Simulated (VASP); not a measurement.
WSe2:

```
W Se
1.0
     3.29000    0.00000    0.00000
    -1.64500    2.84922    0.00000
     0.00000    0.00000   12.97000
W Se
2 4
Cartesian
  0.0000 1.8995 3.2425
  1.6450 0.9497 9.7275
  0.0000 1.8995 8.0544
  1.6450 0.9497 1.5694
  0.0000 1.8995 11.4006
  1.6450 0.9497 4.9156
```

- Program: VASP 6.6.1
- Task: relaxation of cell and atoms
- Functional: LDA
- Potentials or basis: VASP PAW LDA potentials, release 64 (W_sv, Se)
- Cutoff: 600 eV
- k mesh: 12 × 12 × 2
- Occupations: gaussian, width 0.02 eV
- Spin: no spin polarisation

At the start: pressure -3.3 GPa; volume 20.26 Å³/atom.

Where does the relaxation end?

Over 18 steps the energy falls by 5.4 meV/atom and the volume is 19.63 Å³/atom (-3.1 %); space group P6_3/mmc (No. 194, to 0.05 Å).

Step by step:
```tsv
step	energy change (eV)	largest force (eV/Å)	pressure (GPa)	volume (Å³)
1	0.0000	0.2615	-3.28	121.58
2	0.0946	1.0273	7.47	114.42
3	-0.0274	0.1253	-0.14	119.22
4	-0.0274	0.1334	-0.08	119.17
5	-0.0311	0.0315	-0.02	118.66
6	-0.0311	0.0298	-0.02	118.65
7	-0.0314	0.0209	-0.07	118.61
8	-0.0318	0.0046	-0.22	118.47
9	-0.0318	0.0564	-0.52	118.19
10	-0.0319	0.0293	-0.36	118.33
11	-0.0320	0.0270	-0.34	118.30
12	-0.0321	0.0202	-0.27	118.19
13	-0.0323	0.0066	-0.14	117.97
14	-0.0323	0.0208	0.13	117.54
15	-0.0324	0.0051	-0.03	117.79
16	-0.0324	0.0058	-0.02	117.78
17	-0.0324	0.0052	-0.02	117.77
18	-0.0324	0.0032	-0.01	117.75
```

Final structure:
```xyz
6
Lattice="3.2553 0.0000 0.0000 -1.6277 2.8192 0.0000 0.0000 0.0000 12.8304" Properties=species:S:1:pos:R:3 pbc="T T T"
W     0.0000    1.8795    3.2076
W     1.6277    0.9397    9.6228
Se    0.0000    1.8795    7.9527
Se    1.6277    0.9397    1.5375
Se    0.0000    1.8795   11.2929
Se    1.6277    0.9397    4.8777
```
